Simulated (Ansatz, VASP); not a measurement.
ZnS in VASP and in Ansatz

File INCAR:

```
  PREC = Accurate
  ENCUT = 520
  EDIFF = 1E-7
  ISMEAR = 0
  SIGMA = 0.05
  LREAL = F
  LASPH = T
  NELM = 60
  ALGO = Normal
  ISIF = 2
  LWAVE = F
  LCHARG = F
  GGA = PE
  NBANDS = 26
```

Contents of KPOINTS:

```
regular mesh
0
Gamma
  12 12 6
```

POSCAR

```
ZnS
1.0
    3.5061188790      0.0000000000      0.0000000000
   -1.7530594395      3.0363880179      0.0000000000
    0.0000000000      0.0000000000      5.9846400000
Zn S
2 2
Direct
    0.3333333333      0.6666666667      0.0000000000
    0.6666666667      0.3333333333      0.5000000000
    0.3333333333      0.6666666667      0.3850000000
    0.6666666667      0.3333333333      0.8850000000
```

Input for Ansatz:

```yaml
crystal:
  lattice:
    - [3.506118879, 0.0, 0.0]
    - [-1.7530594395, 3.0363880179, 0.0]
    - [0.0, 0.0, 5.98464]
  atoms:
    - { symbol: Zn, position: [0.3333333333, 0.6666666667, 0.0] }
    - { symbol: Zn, position: [0.6666666667, 0.3333333333, 0.5] }
    - { symbol: S, position: [0.3333333333, 0.6666666667, 0.385] }
    - { symbol: S, position: [0.6666666667, 0.3333333333, 0.885] }
basis:
  ecutwfc: 420
kpoints:
  mp_grid: { grid: [12, 12, 6] }
hamiltonian:
  xc: pbe
scf:
  occupations: { method: gaussian, width: 0.05 }
output:
  forces: true
  stress: true
  eigenvalues: true
```

Change from the starting cell: strain -0.080 along x and y, -0.040 along z, atoms carried along.

Alike in both runs: task single point; functional PBE; k mesh 12 × 12 × 6; occupations gaussian, width 0.05 eV; no spin polarisation.

```csv
,VASP,Ansatz
version,VASP 6.6.1,Ansatz 0.2.0
potentials or method,"VASP PAW PBE potentials, release 64 (Zn, S), cutoff 520 eV","scalar-relativistic, plane waves, PAW"
valence electrons in the cell,36,36
```

|  | VASP | Ansatz | Ansatz less VASP |
| --- | --- | --- | --- |
| gap on the k mesh at the Fermi level (eV) | 3.04 | 3.02 | -0.025 |
| least direct gap on the mesh (eV) | 3.04 | 3.02 | -0.025 |
| pressure (GPa) | 29.3 | 29.0 | -0.30 |
| traceless stress, the component that is largest in VASP (GPa) | -11.73 | -11.69 | +0.041 |
| rms of the force components (eV/Å) | 0.714 | 0.710 | -0.0041 |

Atom by atom the forces differ by 0.004 eV/Å (rms over components). Both programs put the cell under a high pressure, so it lies far from rest at this level. The functional is the same, so the differences come from potentials, cutoffs and numerics.
